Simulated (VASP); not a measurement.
TiCo, 2 atoms in the cell. The structure is cubic, space group Pm-3m (No. 221). The conventional cell has a = 3.006 Å, b = 3.006 Å, c = 3.006 Å, α = 90.00°, β = 90.00°, γ = 90.00°. Within 3.4 Å of Co (site symmetry m-3m) lie 8 Ti at 2.60 Å and 6 Co at 3.01 Å. Within 3.4 Å of Ti (site symmetry m-3m) lie 8 Co at 2.60 Å and 6 Ti at 3.01 Å. 

* Program: VASP 6.6.1
* Task: single point
* Functional: r2SCAN
* Potentials or basis: VASP PAW PBE potentials, release 64 (Co_sv, Ti_sv)
* Cutoff: 760 eV
* k mesh: 9 × 9 × 9
* Occupations: fermi-dirac, width 0.05 eV
* Spin: collinear spin, ferromagnetic start
* Starting moments: [2.0, 1.0] μB
* Dipole correction: no
* Further INCAR settings: ALGO = Normal; EDIFF = 1e-06; NBANDS = 26

Potentials or basis: VASP PAW PBE potentials, release 64 (Co_sv, Ti_sv).

Launch:

```console
$ cat potpaw_PBE.64/Co_sv/POTCAR potpaw_PBE.64/Ti_sv/POTCAR > POTCAR
$ cp INCAR.step1 INCAR
$ mpirun -np 1 vasp_std > vasp.out
$ cp INCAR.step2 INCAR
$ mpirun -np 1 vasp_std > vasp.out
```

Hardware: 1 thread of Intel(R) Xeon(R) Platinum 8488C (Sapphire Rapids), on a shared host.

Problem. How long does it take, and how much memory?

Solution. Run time: 2.9 min on 1 thread of Intel(R) Xeon(R) Platinum 8488C (Sapphire Rapids) (shared host), peak memory 0.23 GiB. Counts: k points 35.
